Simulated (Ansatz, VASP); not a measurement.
**BP in VASP and in Ansatz**

```
CELL_PARAMETERS angstrom
0.00000 2.39453 2.03535
2.39453 0.00000 2.03535
2.39453 2.39453 0.00000
ATOMIC_POSITIONS crystal
B 0.00000 0.00000 0.00000
P 0.75000 0.75000 0.75000
```

Alike in both runs: task single point; functional r2SCAN; k mesh 12 × 12 × 12; occupations gaussian, width 0.05 eV; no spin polarisation.

|  | VASP | Ansatz |
| --- | --- | --- |
| version | VASP 6.6.1 | Ansatz 0.2.0 |
| potentials or method | VASP PAW PBE potentials, release 64 (B, P), cutoff 520 eV | scalar-relativistic, plane waves, PAW |
| valence electrons in the cell | 8 | 8 |

Ansatz gave:

- gap on the k mesh at the Fermi level (eV): none
- pressure (GPa): -0.6
- traceless stress, the component that is largest in VASP (GPa): 23.50

**Question.** Which values does VASP return?

**Answer.** gap on the k mesh at the Fermi level (eV): none; pressure (GPa): -1.1; traceless stress, the component that is largest in VASP (GPa): 23.66.

VASP's potentials were made for PBE, not for r2SCAN. A gap of «none» marks a metal or a gap that the smearing closes.
